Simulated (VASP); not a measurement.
# Ge (Fmmm) in VASP: further runs

Ge is run at these levels: PBE-based screened hybrid; tasks: single point.

All numbers are computed with VASP 6.6.1; they aren't measurements. Logs are shortened: lines on timing, memory, paths and dates and some standing lists are left out, and cuts for length are marked.

### 1 The cell of the first run

Symmetry: Fmmm, No. 69, orthorhombic system. Conventional cell: a = 5.261 Å, b = 5.771 Å, c = 10.231 Å, α = 90.00°, β = 90.00°, γ = 90.00°. Within 3.4 Å of Ge (site symmetry m2m) lie 8 Ge at 2.61 to 3.17 Å. Ge (site symmetry mm2) has 8 Ge at 2.71 to 3.17 Å within 3.6 Å.

### 2 Single point, PBE-based screened hybrid

Contents of POSCAR:

```
Ge
1.0
    0.0000000000      2.8857400000      5.1156650000
    2.6304970000      0.0000000000      5.1156650000
    2.6304970000      2.8857400000      0.0000000000
Ge
4
Direct
    0.7264900000      0.2735100000      0.7264900000
    0.2735100000      0.7264900000      0.2735100000
    0.2181330000      0.2181330000      0.7818670000
    0.7818670000      0.7818670000      0.2181330000
```

Contents of INCAR.step1:

```
  ALGO = Normal
  EDIFF = 1E-5
  ENCUT = 520
  GGA = PE
  ISIF = 2
  ISMEAR = -1
  LASPH = True
  LREAL = False
  LUSENCCL = False
  LWAVE = True
  NBANDS = 36
  NELM = 100
  PREC = Accurate
  SIGMA = 0.05
```

Contents of INCAR.step2:

```
  AEXX = 0.4
  ALGO = Normal
  EDIFF = 1E-6
  ENCUT = 520
  GGA = PE
  HFSCREEN = 0.2
  ISIF = 2
  ISMEAR = -1
  ISTART = 1
  LASPH = True
  LCHARG = True
  LELF = True
  LHFCALC = True
  LREAL = False
  LUSENCCL = False
  LVHAR = True
  LWAVE = False
  NBANDS = 36
  NELM = 100
  PREC = Accurate
  PRECFOCK = Normal
  SIGMA = 0.05
```

Contents of KPOINTS:

```
k-points
0
Gamma
  4 4 4
```

Potentials or basis: VASP PAW PBE potentials, release 64 (Ge_d).

On the command line:

```
cat potpaw_PBE.64/Ge_d/POTCAR > POTCAR
cp INCAR.step1 INCAR
mpirun -np 1 vasp_std > vasp.out
cp INCAR.step2 INCAR
mpirun -np 1 vasp_std > vasp.out
```

OUTCAR:

```text
AEXX = 0.4
   EDIFF = 1E-6
   ENCUT = 520
   GGA = PE
   HFSCREEN = 0.2
   ISIF = 2
   ISMEAR = -1
   ISTART = 1
   LASPH = True
   LHFCALC = True
   LREAL = False
   NELM = 100
   PREC = Accurate
   PRECFOCK = Normal

 ion  position               nearest neighbor table
   1  0.726  0.274  0.726-   2 2.61   2 2.64   2 2.64   3 2.73   4 2.73
   2  0.274  0.726  0.274-   1 2.61   1 2.64   1 2.64   3 2.73   4 2.73
   3  0.218  0.218  0.782-   4 2.71   4 2.71   1 2.73   2 2.73
   4  0.782  0.782  0.218-   3 2.71   3 2.71   1 2.73   2 2.73

  LATTYP: Found a face centered orthorhombic cell.
 ALAT       =     5.2609940000
 B/A-ratio  =     1.0970322338
 C/A-ratio  =     1.9447522654

  Lattice vectors:

 A1 = (   0.0000000000,   2.8857400000,   5.1156650000)
 A2 = (   2.6304970000,   0.0000000000,   5.1156650000)
 A3 = (   2.6304970000,   2.8857400000,   0.0000000000)

Analysis of symmetry for initial positions (statically):
=====================================================================
 Subroutine PRICEL returns:
 Original cell was already a primitive cell.

 Routine SETGRP: Setting up the symmetry group for a
 face centered orthorhombic supercell.

 Subroutine GETGRP returns: Found  8 space group operations
 (whereof  8 operations were pure point group operations)
 out of a pool of  8 trial point group operations.

The static configuration has the point symmetry D_2h.

Analysis of symmetry for dynamics (positions and initial velocities):
=====================================================================
 Subroutine PRICEL returns:
 Original cell was already a primitive cell.

 Routine SETGRP: Setting up the symmetry group for a
 face centered orthorhombic supercell.

 Subroutine GETGRP returns: Found  8 space group operations
 (whereof  8 operations were pure point group operations)
 out of a pool of  8 trial point group operations.

The dynamic configuration has the point symmetry D_2h.

 Subroutine INISYM returns: Found  8 space group operations
 (whereof  8 operations are pure point group operations),
 and found     1 'primitive' translations

----------------------------------------------------------------------------------------

                                     Primitive cell

  volume of cell :      77.6653

  direct lattice vectors                    reciprocal lattice vectors
[... 89 lines left out ...]
   NFREE  =      0    steps in history (QN), initial steepest desc. (CG)
   ISIF   =      2    stress and relaxation
   ISYM   =      3    0-nonsym 1-usesym 2-fastsym
   POTIM  = 0.5000    time-step for ionic-motion
   TEBEG  =    0.0;   TEEND  =   0.0 temperature during run
   PSTRESS=    0.0 pullay stress
   NELECT =      56.0000    total number of electrons
   NUPDOWN=      -1.0000    fix difference up-down
   EMIN   =  10.00;   EMAX   =-10.00  energy-range for DOS
   EFERMI =   0.00;   METHOD = LEGACY
   ISMEAR =    -1;   SIGMA  =   0.05  broadening in eV -4-tet -1-fermi 0-gaus
   EFERMI_NEDOS =   21; number of points for ismear=-14 and -15
   IALGO  =     38    algorithm
   IMIX   =      1    mixing-type and parameters
     AMIX     =   0.40;   BMIX     =  1.00
     AMIX_MAG =   1.60;   BMIX_MAG =  1.00
  volume/ion in A,a.u.               =      19.42       131.03
  Fermi-wavevector in a.u.,A,eV,Ry     =   1.468008  2.774133 29.321208  2.155048
  Thomas-Fermi vector in A             =   2.583557
   LORBIT       =      0    0 simple, 1 ext, 2 COOP (PROOUT), +10 PAW based schemes
   GGA     = PE    functional components
   LHFCALC =     T    Hartree Fock is set to
   PRECFOCK=normal    Normal, Fast or Accurate (Low or Medium for compatibility)
   ENCUT4O =  -1.0   cutoff for four orbital integrals eV
   NKREDX  =     1    reduce k-point grid by
   NKREDY  =     1    reduce k-point grid by
   NKREDZ  =     1    reduce k-point grid by
   AEXX    =    0.4000 exact exchange contribution
   HFSCREEN=    0.2000 screening length (either q_TF or 0.3 A-1)
   HFSCREENC=   0.2000 screening length for correlation (either q_TF or 0.3 A-1)
   ENCUTFOCK=  -1.0 apply spherical cutoff to Coloumb kernel
   IVDW    =     0    specifies the selected vdW correction
   LEPSILON=     F    determine dielectric tensor
   LRPA    =     F    only Hartree local field effects (RPA)
 non-spin polarized calculation
  energy-cutoff  :      520.00
  volume of cell :       77.67
 maximum number of plane-waves:      2109
 NGX is ok and might be reduce to    48
  NGX = 36; NGY = 36; NGZ = 24

 number of electron      55.9999999 magnetization

 Free energy of the ion-electron system (eV)
  ---------------------------------------------------
  ext. energy  EPLUGINS =         0.00000000
  ---------------------------------------------------
  free energy    TOTEN  =       -22.01119597 eV

  energy without entropy =      -21.99793102  energy(sigma->0) =      -22.00456350

 E-fermi :   6.2952     XC(G=0):  -7.9299

 val. band max:        6.2588037793   @ k =  -0.2500   0.0000   0.2500
 cond. band min:       6.4953918252   @ k =   0.5000   0.2500   0.0000
 fundamental gap:      0.2365880459
 Fermi energy:         6.2951765798

 k-point     1 :       0.0000    0.0000    0.0000
  band No.  band energies     occupation
      1     -24.1136      2.00000
      2     -24.0636      2.00000
      3     -24.0512      2.00000
      4     -24.0436      2.00000
      5     -24.0362      2.00000
      6     -24.0267      2.00000
[... 691 lines left out ...]
     35      16.0312      0.00000
     36      19.1855      0.00000

------------------------ aborting loop because EDIFF is reached ----------------------------------------

  FORCE on cell =-STRESS in cart. coord.  units (eV):
  Direction    XX          YY          ZZ          XY          YZ          ZX
  --------------------------------------------------------------------------------------
  -------------------------------------------------------------------------------------
  Total       -3.2190839      0.2007393     -3.5555515      0.0000000      0.0000000      0.0000000
  in kB      -66.4072935      4.1411023    -73.3483671      0.0000000      0.0000000      0.0000000
  external PRESSURE =     -45.2048528 kB  Pullay stress =       0.0000000 kB

 VOLUME and BASIS-vectors are now :
 -----------------------------------------------------------------------------
  energy-cutoff  :      520.00
  volume of cell :       77.67
      direct lattice vectors                 reciprocal lattice vectors
     0.000000000  2.885740000  5.115665000    -0.190078149  0.173265783  0.097739004
     2.630497000  0.000000000  5.115665000     0.190078149 -0.173265783  0.097739004
     2.630497000  2.885740000  0.000000000     0.190078149  0.173265783 -0.097739004

 POSITION                                       TOTAL-FORCE (eV/Angst)
 -----------------------------------------------------------------------------------
      2.63050      4.19292      5.11566         0.000000      0.207796      0.000000
      2.63050      1.57856      5.11566         0.000000     -0.207796      0.000000
      2.63050      2.88574      2.23179         0.000000      0.000000     -0.297115
      2.63050      2.88574      7.99954         0.000000      0.000000      0.297115
 -----------------------------------------------------------------------------------
    total drift:                                0.000000      0.000000      0.000000

  FREE ENERGIE OF THE ION-ELECTRON SYSTEM (eV)
  ---------------------------------------------------
  free  energy   TOTEN  =       -22.0111959700 eV

  energy  without entropy=      -21.9979310219  energy(sigma->0) =      -22.00456350
```

OUTCAR.step1:

```text
EDIFF = 1E-5
   ENCUT = 520
   GGA = PE
   ISIF = 2
[... 924 lines left out ...]
      2.63050      4.19292      5.11566         0.000000      0.169540      0.000000
      2.63050      1.57856      5.11566         0.000000     -0.169540      0.000000
      2.63050      2.88574      2.23179         0.000000      0.000000     -0.131696
      2.63050      2.88574      7.99954         0.000000      0.000000      0.131696
 -----------------------------------------------------------------------------------
    total drift:                                0.000000      0.000000      0.000000

  FREE ENERGIE OF THE ION-ELECTRON SYSTEM (eV)
  ---------------------------------------------------
  free  energy   TOTEN  =       -17.1363537277 eV

  energy  without entropy=      -17.1201475525  energy(sigma->0) =      -17.12825064
```

Run time: 25 min. Hardware: 1 × NVIDIA H100 80GB with 1 thread of AMD EPYC 7R13 (Zen 3), shared host; peak memory 1.2 GiB.

Results:

| Property | Result |
| --- | --- |
| Free energy | -22.0112 eV |
| Pressure | -4.5 GPa |
| Largest force | 0.297 eV/Å |
| Band gap on the k mesh | zero (band 28 reaches 7.07 eV, above the bottom of band 29 at 3.89 eV) |

Forces on the atoms (eV/Å):
```
Ge   0.000  0.208  0.000
Ge   0.000 -0.208  0.000
Ge   0.000  0.000 -0.297
Ge   0.000  0.000  0.297
```

Stress tensor (GPa, compression positive):
```
-6.64  0.00  0.00
 0.00  0.41  0.00
 0.00  0.00 -7.33
```

Caveat: the k points lie up to 0.43 Å⁻¹ apart; the PAW data sets were made with another functional, which shifts forces and pressure a little.

### 3 Single point, PBE-based screened hybrid

POSCAR is that of step 2.

Contents of INCAR.step1:

```
PREC     = Accurate       # precision mode
ENCUT    = 520            # plane-wave cutoff, eV
EDIFF    = 1E-5           # SCF threshold, eV
ISMEAR   = -1             # smearing method
SIGMA    = 0.05           # smearing width, eV
LREAL    = F              # projectors in reciprocal space
LASPH    = T              # aspherical terms in the spheres
NELM     = 80             # most SCF steps
ALGO     = Normal         # electronic algorithm
ISIF     = 2              # what is computed and relaxed
LWAVE    = T              # write WAVECAR
LCHARG   = F              # write CHGCAR
NBANDS   = 36             # bands
GGA      = PE             # functional
LUSENCCL = F
```

Contents of INCAR.step2:

```
PREC     = Accurate       # precision mode
ENCUT    = 520            # plane-wave cutoff, eV
EDIFF    = 1E-6           # SCF threshold, eV
ISMEAR   = -1             # smearing method
SIGMA    = 0.05           # smearing width, eV
LREAL    = F              # projectors in reciprocal space
LASPH    = T              # aspherical terms in the spheres
NELM     = 80             # most SCF steps
ALGO     = Normal         # electronic algorithm
ISIF     = 2              # what is computed and relaxed
LWAVE    = F              # write WAVECAR
LCHARG   = F              # write CHGCAR
GGA      = PE             # functional
LHFCALC  = T              # exact exchange
AEXX     = 0.5            # exact-exchange fraction
HFSCREEN = 0.2            # screening, 1/A
PRECFOCK = Normal       
NBANDS   = 36             # bands
ISTART   = 1            
LUSENCCL = F
```

Contents of KPOINTS:

```
Automatic mesh
0
Gamma
  4 4 4
```

Potentials or basis: VASP PAW PBE potentials, release 64 (Ge_d).

On the command line:

```
cat potpaw_PBE.64/Ge_d/POTCAR > POTCAR
cp INCAR.step1 INCAR
mpirun -np 1 vasp_std > vasp.out
cp INCAR.step2 INCAR
mpirun -np 1 vasp_std > vasp.out
```

Wall time 15 min (1 × NVIDIA H100 80GB with 1 thread of AMD EPYC 7R13 (Zen 3), shared host); peak memory 1.2 GiB.

The run converged. Its results:

```yaml
Free_energy: -23.3803 eV
Pressure: -5.7 GPa
Largest_force: 0.339 eV/Å
Band_gap_on_the_k_mesh: zero (band 28 reaches 7.10 eV, above the bottom of band 29 at 3.73 eV)
```

Forces on the atoms (eV/Å):
```
Ge   0.000  0.210  0.000
Ge   0.000 -0.210  0.000
Ge   0.000  0.000 -0.339
Ge   0.000  0.000  0.339
```

Stress tensor (GPa, compression positive):
```
-7.90  0.00  0.00
 0.00 -0.72  0.00
 0.00  0.00 -8.37
```

Levels at points of the mesh, in eV from the Fermi level:
```
           k point  band 25  band 26  band 27  band 28  band 29  band 30  band 31  band 32
(0.00, 0.00, 0.00)    -3.25    -3.22    -2.79    -2.59    -2.32     3.42     4.21     5.17
(0.50, 0.00, 0.00)    -2.41    -2.26    -1.29     0.78     1.12     1.48     3.03     3.12
(0.50, 0.50, 0.00)    -2.98    -2.61    -0.49     0.82     1.40     1.71     2.42     3.48
(0.50, 0.00, 0.50)    -5.99    -5.45    -4.13    -3.37    -1.69    -1.08     4.68     6.02
(0.00, 0.50, 0.50)    -7.46    -6.87    -3.93    -2.77    -2.55     3.31     4.79     5.14
```

Caveat: the k points lie up to 0.43 Å⁻¹ apart; the PAW data sets were made with another functional, which shifts forces and pressure a little.
